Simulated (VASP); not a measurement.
# Zn in VASP: further runs

Zn is run at these levels: PBEsol; tasks: single point.

Program: VASP 6.6.1. These are calculated values, not measurements. Logs are shortened: lines on timing, memory, paths and dates and some standing lists are left out, and cuts for length are marked.

### Step 1. The cell of the first run

The structure is cubic, space group Im-3m (No. 229). The conventional cell has a = 3.196 Å, b = 3.196 Å, c = 3.196 Å, α = 90.00°, β = 90.00°, γ = 90.00°. Within 3.6 Å of Zn (site symmetry m-3m) lie 14 Zn at 2.77 to 3.20 Å.

### Step 2. Single point, PBEsol (strained)

File INCAR:

```
SYSTEM = Zn
PREC = Accurate
ENCUT = 520
EDIFF = 1E-6
ISMEAR = 0
SIGMA = 0.1
LREAL = .False.
LASPH = .True.
NELM = 60
ALGO = Fast
ISIF = 2
LWAVE = .False.
LCHARG = .False.
GGA = PS
NBANDS = 12
```

File KPOINTS:

```
Automatic mesh
0
Gamma
  18 18 18
  0 0 0
```

File POSCAR:

```
Zn
1.0
   -1.5981740171      1.5981740171      1.5981740171
    1.5981740171     -1.5981740171      1.5981740171
    1.5981740171      1.5981740171     -1.5981740171
Zn
1
Direct
    0.0000000000      0.0000000000      0.0000000000
```

Potentials or basis: VASP PAW PBE potentials, release 64 (Zn).

Launch:

```sh
> cat potpaw_PBE.64/Zn/POTCAR > POTCAR
> mpirun -np 1 vasp_std > vasp.out
```

OUTCAR:

```text
SYSTEM = Zn
   PREC = Accurate
   ENCUT = 520
   EDIFF = 1E-6
   ISMEAR = 0
   LREAL = .False.
   LASPH = .True.
   NELM = 60
   ISIF = 2
   GGA = PS

 ion  position               nearest neighbor table
   1  0.000  0.000  0.000-

  LATTYP: Found a body centered cubic cell.
 ALAT       =     3.1963480342

  Lattice vectors:

 A1 = (  -1.5981740171,   1.5981740171,   1.5981740171)
 A2 = (   1.5981740171,  -1.5981740171,   1.5981740171)
 A3 = (   1.5981740171,   1.5981740171,  -1.5981740171)

Analysis of symmetry for initial positions (statically):
=====================================================================
 Subroutine PRICEL returns:
 Original cell was already a primitive cell.

 Routine SETGRP: Setting up the symmetry group for a
 body centered cubic supercell.

 Subroutine GETGRP returns: Found 48 space group operations
 (whereof 48 operations were pure point group operations)
 out of a pool of 48 trial point group operations.

The static configuration has the point symmetry O_h .

Analysis of symmetry for dynamics (positions and initial velocities):
=====================================================================
 Subroutine PRICEL returns:
 Original cell was already a primitive cell.

 Routine SETGRP: Setting up the symmetry group for a
 body centered cubic supercell.

 Subroutine GETGRP returns: Found 48 space group operations
 (whereof 48 operations were pure point group operations)
 out of a pool of 48 trial point group operations.

The dynamic configuration has the point symmetry O_h .

 Subroutine INISYM returns: Found 48 space group operations
 (whereof 48 operations are pure point group operations),
 and found     1 'primitive' translations

----------------------------------------------------------------------------------------

                                     Primitive cell

  volume of cell :      16.3280

  direct lattice vectors                    reciprocal lattice vectors
    -1.598174017  1.598174017  1.598174017     0.000000000  0.312857045  0.312857045
     1.598174017 -1.598174017  1.598174017     0.312857045  0.000000000  0.312857045
     1.598174017  1.598174017 -1.598174017     0.312857045  0.312857045  0.000000000

  length of vectors
     2.768118597  2.768118597  2.768118597     0.442446676  0.442446676  0.442446676

  position of ions in fractional coordinates (direct lattice)
     0.000000000  0.000000000  0.000000000

  ion indices of the primitive-cell ions
   primitive index   ion index
                 1           1

----------------------------------------------------------------------------------------

 KPOINTS: Automatic mesh

Automatic generation of k-mesh.
 Grid dimensions read from file:
 generate k-points for:   18   18   18

 Generating k-lattice:

  Cartesian coordinates                     Fractional coordinates (reciprocal lattice)
     0.000000000  0.017380947  0.017380947     0.055555556  0.000000000  0.000000000
     0.017380947  0.000000000  0.017380947     0.000000000  0.055555556  0.000000000
     0.017380947  0.017380947  0.000000000     0.000000000  0.000000000  0.055555556

  Length of vectors
     0.024580371  0.024580371  0.024580371

  Shift w.r.t. Gamma in fractional coordinates (k-lattice)
     0.000000000  0.000000000  0.000000000

 Subroutine IBZKPT returns following result:
 ===========================================

 Found    195 irreducible k-points:

 Following reciprocal coordinates:
            Coordinates               Weight
  0.000000  0.000000  0.000000      1.000000
  0.055556  0.000000  0.000000     12.000000
  0.111111  0.000000  0.000000     12.000000
  0.166667  0.000000  0.000000     12.000000
  0.222222  0.000000  0.000000     12.000000
  0.277778  0.000000  0.000000     12.000000
[... 16 lines left out ...]
  0.333333  0.111111  0.000000     48.000000
  0.388889  0.111111  0.000000     48.000000
 [... further k-points ...]
   k-points           NKPTS =    195   k-points in BZ     NKDIM =    195   number of bands    NBANDS=     12
   number of dos      NEDOS =    301   number of ions     NIONS =      1
   total plane-waves  NPLWV =  13824
   dimension x,y,z NGX =    24 NGY =   24 NGZ =   24
   dimension x,y,z NGXF=    48 NGYF=   48 NGZF=   48
   ions per type =               1
   NGX,Y,Z   is equivalent  to a cutoff of  14.41, 14.41, 14.41 a.u.
   NGXF,Y,Z  is equivalent  to a cutoff of  28.83, 28.83, 28.83 a.u.
 SYSTEM =  Zn
   PREC   = accura    normal or accurate (medium, high low for compatibility)
   ISTART =      0    job   : 0-new  1-cont  2-samecut
   ICHARG =      2    charge: 1-file 2-atom 10-const
   ISPIN  =      1    spin polarized calculation?
   LNONCOLLINEAR =      F non collinear calculations
   LSORBIT =      F    spin-orbit coupling
   LASPH  =      T    aspherical Exc in radial PAW
   ENCUT  =  520.0 eV  38.22 Ry    6.18 a.u.   5.15  5.15  5.15*2*pi/ulx,y,z
   NELM   =     60;   NELMIN=  2; NELMDL= -5     # of ELM steps
   EDIFF  = 0.1E-05   stopping-criterion for ELM
   LREAL  =      F    real-space projection
   EDIFFG = 0.1E-04   stopping-criterion for IOM
   NSW    =      0    number of steps for IOM
   IBRION =     -1    ionic relax: 0-MD 1-quasi-New 2-CG
   NFREE  =      0    steps in history (QN), initial steepest desc. (CG)
   ISIF   =      2    stress and relaxation
   ISYM   =      2    0-nonsym 1-usesym 2-fastsym
   POTIM  = 0.5000    time-step for ionic-motion
   TEBEG  =    0.0;   TEEND  =   0.0 temperature during run
   PSTRESS=    0.0 pullay stress
   NELECT =      12.0000    total number of electrons
   NUPDOWN=      -1.0000    fix difference up-down
   EMIN   =  10.00;   EMAX   =-10.00  energy-range for DOS
   EFERMI =   0.00;   METHOD = LEGACY
   ISMEAR =     0;   SIGMA  =   0.10  broadening in eV -4-tet -1-fermi 0-gaus
   EFERMI_NEDOS =   21; number of points for ismear=-14 and -15
   IALGO  =     68    algorithm
   IMIX   =      4    mixing-type and parameters
     AMIX     =   0.40;   BMIX     =  1.00
     AMIX_MAG =   1.60;   BMIX_MAG =  1.00
  volume/ion in A,a.u.               =      16.33       110.19
  Fermi-wavevector in a.u.,A,eV,Ry     =   1.477376  2.791837 29.696638  2.182641
  Thomas-Fermi vector in A             =   2.591788
   LORBIT       =      0    0 simple, 1 ext, 2 COOP (PROOUT), +10 PAW based schemes
   GGA     = PS    functional components
   LHFCALC =     F    Hartree Fock is set to
   AEXX    =    0.0000 exact exchange contribution
   IVDW    =     0    specifies the selected vdW correction
   LEPSILON=     F    determine dielectric tensor
   LRPA    =     F    only Hartree local field effects (RPA)
 non-spin polarized calculation
 RMM-DIIS sequential band-by-band and
 Gauss-broadening in eV      SIGMA  =   0.10
  energy-cutoff  :      520.00
  volume of cell :       16.33
 maximum number of plane-waves:       466
 NGX is ok and might be reduce to    24
   NGX = 11   NGY = 11   NGZ = 11

 number of electron      12.0000012 magnetization

 Free energy of the ion-electron system (eV)
  ---------------------------------------------------
  ext. energy  EPLUGINS =         0.00000000
  ---------------------------------------------------
  free energy    TOTEN  =        -1.43995765 eV

  energy without entropy =       -1.43849365  energy(sigma->0) =       -1.43922565

 E-fermi :   2.4821     XC(G=0): -11.3449

 val. band max:        2.4722418748   @ k =   0.5000   0.5000   0.2222
 cond. band min:       2.4964859081   @ k =   0.3333   0.2222   0.1111
 fundamental gap:      0.0242440333
 Fermi energy:         2.4821262081

 k-point     1 :       0.0000    0.0000    0.0000
  band No.  band energies     occupation
      1      -7.3820      2.00000
      2      -5.0392      2.00000
      3      -5.0392      2.00000
      4      -5.0392      2.00000
      5      -4.5848      2.00000
      6      -4.5848      2.00000
      7      20.5798      0.00000
      8      20.5798      0.00000
      9      20.5798      0.00000
     10      22.7749      0.00000
     11      22.7749      0.00000
     12      22.7749      0.00000

 k-point     2 :       0.0556    0.0000    0.0000
  band No.  band energies     occupation
      1      -7.2882      2.00000
      2      -5.0474      2.00000
      3      -5.0371      2.00000
      4      -5.0183      2.00000
      5      -4.5927      2.00000
      6      -4.5843      2.00000
      7      19.3208      0.00000
      8      19.8985      0.00000
      9      20.2226      0.00000
     10      21.6915      0.00000
     11      21.9361      0.00000
     12      22.4907      0.00000

 k-point     3 :       0.1111    0.0000    0.0000
  band No.  band energies     occupation
      1      -7.0111      2.00000
      2      -5.0709      2.00000
      3      -5.0293      2.00000
      4      -4.9577      2.00000
      5      -4.6123      2.00000
      6      -4.5829      2.00000
      7      16.7590      0.00000
      8      18.6460      0.00000
      9      19.3014      0.00000
     10      20.8491      0.00000
     11      20.9415      0.00000
     12      22.5154      0.00000
[... 286 lines left out ...]
 k-point    23 :       0.3333    0.1111    0.0000
  band No.  band energies     occupation
      1      -5.4898      2.00000
      2      -5.2526      2.00000
      3      -4.6518      2.00000
      4      -4.6126      2.00000
      5      -4.4627      2.00000
      6      -1.9985      2.00000
      7       4.8772      0.00000
      8      11.2518      0.00000
      9      14.2232      0.00000
     10      19.0355      0.00000
     11      21.7356      0.00000
     12      24.9683      0.00000

 k-point    24 :       0.3889    0.1111    0.0000
  band No.  band energies     occupation
      1      -5.5154      2.00000
      2      -5.2745      2.00000
      3      -4.6294      2.00000
      4      -4.6047      2.00000
      5      -4.3955      2.00000
      6      -0.6284      2.00000
      7       2.9508      0.00000
      8      10.9438      0.00000
      9      13.9264      0.00000
     10      18.8360      0.00000
     11      21.5859      0.00000
     12      26.1786      0.00000

 [... further k-points ...]
[... 5 lines left out ...]
  --------------------------------------------------------------------------------------
  -------------------------------------------------------------------------------------
  Total       -0.7606167     -0.7606167     -0.7606167      0.0000000      0.0000000     -0.0000000
  in kB      -74.6352928    -74.6352928    -74.6352928      0.0000000      0.0000000     -0.0000000
  external PRESSURE =     -74.6352928 kB  Pullay stress =       0.0000000 kB

 VOLUME and BASIS-vectors are now :
 -----------------------------------------------------------------------------
  energy-cutoff  :      520.00
  volume of cell :       16.33
      direct lattice vectors                 reciprocal lattice vectors
    -1.598174017  1.598174017  1.598174017     0.000000000  0.312857045  0.312857045
     1.598174017 -1.598174017  1.598174017     0.312857045  0.000000000  0.312857045
     1.598174017  1.598174017 -1.598174017     0.312857045  0.312857045  0.000000000

 POSITION                                       TOTAL-FORCE (eV/Angst)
 -----------------------------------------------------------------------------------
      0.00000      0.00000      0.00000        -0.000000      0.000000     -0.000000
 -----------------------------------------------------------------------------------
    total drift:                                0.000000      0.000000     -0.000000

  FREE ENERGIE OF THE ION-ELECTRON SYSTEM (eV)
  ---------------------------------------------------
  free  energy   TOTEN  =        -1.4399576466 eV

  energy  without entropy=       -1.4384936493  energy(sigma->0) =       -1.43922565
```

Run time: 20 s. Hardware: 1 thread of Intel Xeon 6975P-C, shared host; peak memory 0.17 GiB.

What came out:

```
Free energy            : -1.4400 eV
Pressure               : -7.5 GPa
Band gap on the k mesh : zero (band 6 reaches 6.60 eV, above the bottom of band 7 at 1.44 eV)
```

Levels at points of the mesh, in eV from the Fermi level:
| k point | band 3 | band 4 | band 5 | band 6 | band 7 | band 8 | band 9 | band 10 |
| --- | --- | --- | --- | --- | --- | --- | --- | --- |
| (0.00, 0.00, 0.00) | -7.52 | -7.52 | -7.07 | -7.07 | 18.10 | 18.10 | 18.10 | 20.29 |
| (0.50, 0.00, 0.00) | -7.09 | -7.04 | -6.77 | -2.38 | -1.04 | 10.85 | 12.32 | 14.85 |
| (0.50, 0.50, 0.50) | -6.84 | -6.84 | -6.84 | 4.12 | 4.12 | 4.12 | 6.85 | 8.39 |

Caveat: the cell differs from its parent crystal (strained); the PAW data sets were made with another functional, which shifts forces and pressure a little.

(Part 1 of 2 ends here.)
